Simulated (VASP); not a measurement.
Here is a VASP 6.6.1 calculation.

INCAR

```
  PREC = Accurate
  ENCUT = 520
  EDIFF = 1E-6
  ISMEAR = 0
  SIGMA = 0.1
  LREAL = Auto
  LASPH = True
  NELM = 150
  ALGO = Normal
  ISIF = 2
  LWAVE = False
  LCHARG = False
  ISPIN = 2
  MAGMOM = 0 0 4 4 0 0 0 0 0 0 0 0 0 0 0 0
  LORBIT = 11
  LMAXMIX = 4
  GGA = PE
  NBANDS = 61
```

KPOINTS

```
Automatic mesh
0
Gamma
  4 4 4
```

The input POSCAR:

```
LiMnC3N3
1.0
    0.0000000000      5.1042428504      5.1042428504
    5.1042428504      0.0000000000      5.1042428504
    5.1042428504      5.1042428504      0.0000000000
Li Mn C N
2 2 6 6
Direct
    0.2500000000      0.2500000000      0.2500000000
    0.7500000000      0.7500000000      0.7500000000
    0.0000000000      0.0000000000      0.0000000000
    0.5000000000      0.5000000000      0.5000000000
    0.8146924365      0.1853075635      0.1853075635
    0.1853075635      0.8146924365      0.1853075635
    0.1853075635      0.1853075635      0.8146924365
    0.1853075635      0.8146924365      0.8146924365
    0.8146924365      0.1853075635      0.8146924365
    0.8146924365      0.8146924365      0.1853075635
    0.6986113472      0.3013886528      0.3013886528
    0.3013886528      0.6986113472      0.3013886528
    0.3013886528      0.3013886528      0.6986113472
    0.3013886528      0.6986113472      0.6986113472
    0.6986113472      0.3013886528      0.6986113472
    0.6986113472      0.6986113472      0.3013886528
```

Potentials or basis: VASP PAW PBE potentials, release 64 (Li_sv, Mn_pv, C, N).

Run with:

```console
$ cat potpaw_PBE.64/Li_sv/POTCAR potpaw_PBE.64/Mn_pv/POTCAR potpaw_PBE.64/C/POTCAR potpaw_PBE.64/N/POTCAR > POTCAR
$ mpirun -np 1 vasp_std > vasp.out
```

(1) What does it give for the net moment?

(2) What does it give for the site moments?

(3) What does it give for the largest force?

Answers

(1) 2.00 μB per cell.

(2) Li +0.00; Mn +0.58, +1.47; C -0.01; N -0.01 μB.

(3) 1.192 eV/Å.

Caveat: the run started ferromagnetic, and an antiferromagnetic order may lie lower in energy; forces of over 1 eV/Å act on the atoms, so gaps and moduli don't describe the material at rest.
